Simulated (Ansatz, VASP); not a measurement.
**Two plane-wave programs on BeOs**

```xyz
2
Lattice="0.0000 2.3093 2.3093 2.3093 0.0000 2.3093 2.3093 2.3093 0.0000" Properties=species:S:1:pos:R:3 pbc="T T T"
Be    0.0000    0.0000    0.0000
Os    2.3093    2.3093    2.3093
```

Change from the starting cell: species swapped into the GdBi type (Fm-3m, No. 225).

Alike in both runs: task single point; functional PBE; k mesh 6 × 6 × 6; occupations gaussian, width 0.1 eV; no spin polarisation.

|  | VASP | Ansatz |
| --- | --- | --- |
| version | VASP 6.6.1 | Ansatz 0.2.0 |
| potentials or method | VASP PAW PBE potentials, release 64 (Be, Os), cutoff 600 eV | scalar-relativistic, plane waves, PAW |
| valence electrons in the cell | 10 | 18 |

VASP gave:

| Item | Value |
| --- | --- |
| gap on the k mesh at the Fermi level (eV) | none |
| pressure (GPa) | -12.5 |

Q: What did Ansatz give for the same quantities?

A: gap on the k mesh at the Fermi level (eV): none; pressure (GPa): -12.8.

A gap of «none» marks a metal or a gap that the smearing closes. VASP's potentials hold 10 valence electrons a cell and Ansatz's 18, so a difference there can come from the potentials and not from the codes.

The k mesh is coarse, so the values compare programs but aren't converged. Spin-orbit coupling is off throughout.
